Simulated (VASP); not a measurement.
Runs of VASP 6.6.1 on GaP. The structure is that of space group F-43m (No. 216), or close to it. The cells are those of the table. 

```tsv
task	level	cell	k mesh	gap on the mesh (eV)	pressure (GPa)
dielectric tensor	r2SCAN	a = 3.893 Å, angles 60.0°, 2 atoms	6 × 6 × 6	1.94	-
dielectric tensor	r2SCAN	a = 3.700 Å, angles 60.0°, 2 atoms	6 × 6 × 6	1.63	-
single point	HSE06	a = 3.700 Å, angles 60.0°, 2 atoms	6 × 6 × 6	2.01	14.8
single point	r2SCAN	a = 3.931 Å, angles 60.0°, 2 atoms	8 × 8 × 8	1.83	-4.6
dielectric tensor	r2SCAN	a = 3.739 Å, angles 60.0°, 2 atoms	6 × 6 × 6	(a)	-
single point	r2SCAN	a = 3.893 Å, angles 60.0°, 2 atoms	8 × 8 × 8	1.94	-2.5
single point	r2SCAN	a = 3.970 Å, angles 60.0°, 2 atoms	8 × 8 × 8	1.58	-6.4
single point	r2SCAN	a = 4.008 Å, angles 60.0°, 2 atoms	8 × 8 × 8	(c)	(b)
dielectric tensor	r2SCAN	a = 3.777 Å, angles 60.0°, 2 atoms	6 × 6 × 6	1.78	-
dielectric tensor	r2SCAN	a = 3.816 Å, angles 60.0°, 2 atoms	6 × 6 × 6	1.85	-
single point	HSE06	a = 3.816 Å, angles 60.0°, 2 atoms	6 × 6 × 6	2.23	3.4
```

Alike in all rows: no spin polarisation; smearing gaussian 0.01 eV.

Q: Estimate the missing entries.

A: (a) 1.70; (b) -7.9; (c) 1.34.

Caveats: the PAW data sets were made with another functional, which shifts forces and pressure a little; the cell stands under tension (at least some runs); the cell stands under pressure (at least some runs).

A k mesh can miss the band edges, and the runs leave out spin-orbit coupling on Ga.
